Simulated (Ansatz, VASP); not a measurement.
## BN: VASP beside Ansatz

Contents of INCAR:

```
PREC = Accurate
ENCUT = 520
EDIFF = 1E-6
ISMEAR = 0
SIGMA = 0.05
LREAL = False
LASPH = True
NELM = 100
ALGO = Normal
ISIF = 2
LWAVE = False
LCHARG = True
GGA = PE
IVDW = 12
LELF = True
LVHAR = True
NBANDS = 16
```

File KPOINTS:

```
regular mesh
0
Gamma
  12 12 4
```

The input POSCAR:

```
BN
1.0
    2.5061233057      0.0000000000      0.0000000000
   -1.2530616528      2.1703664477      0.0000000000
    0.0000000000      0.0000000000      6.5973571420
B N
2 2
Direct
   -0.0884643237     -0.1769286474      0.4417948746
    0.3333333333      0.6666666667      0.0000000000
    0.0000000000      0.0000000000      0.0000000000
    0.6666666667      0.3333333333      0.5000000000
```

Input for Ansatz:

```yaml
crystal:
  lattice:
    - [2.5061233057, 0.0, 0.0]
    - [-1.2530616528, 2.1703664477, 0.0]
    - [0.0, 0.0, 6.597357142]
  atoms:
    - { symbol: B, position: [-0.0884643237, -0.1769286474, 0.4417948746] }
    - { symbol: B, position: [0.3333333333, 0.6666666667, 0.0] }
    - { symbol: "N", position: [0.0, 0.0, 0.0] }
    - { symbol: "N", position: [0.6666666667, 0.3333333333, 0.5] }
basis:
  ecutwfc: 420
kpoints:
  mp_grid: { grid: [12, 12, 4] }
hamiltonian:
  xc: pbe
  dispersion: d3bj
scf:
  occupations: { method: gaussian, width: 0.05 }
output:
  forces: true
  stress: true
  eigenvalues: true
```

Alike in both runs: task single point; functional PBE; dispersion D3(BJ); k mesh 12 × 12 × 4; occupations gaussian, width 0.05 eV; no spin polarisation.

|  | VASP | Ansatz |
| --- | --- | --- |
| version | VASP 6.6.1 | Ansatz 0.2.0 |
| potentials or method | VASP PAW PBE potentials, release 64 (B, N), cutoff 520 eV | scalar-relativistic, plane waves, PAW |
| valence electrons in the cell | 16 | 16 |

|  | VASP | Ansatz | Ansatz less VASP |
| --- | --- | --- | --- |
| gap on the k mesh at the Fermi level (eV) | 0.75 | 0.75 | +0.002 |
| least direct gap on the mesh (eV) | 1.89 | 1.90 | +0.006 |
| rms of the force components (eV/Å) | 9.641 | 9.530 | -0.1113 |

Atom by atom the forces differ by 0.115 eV/Å (rms over components).
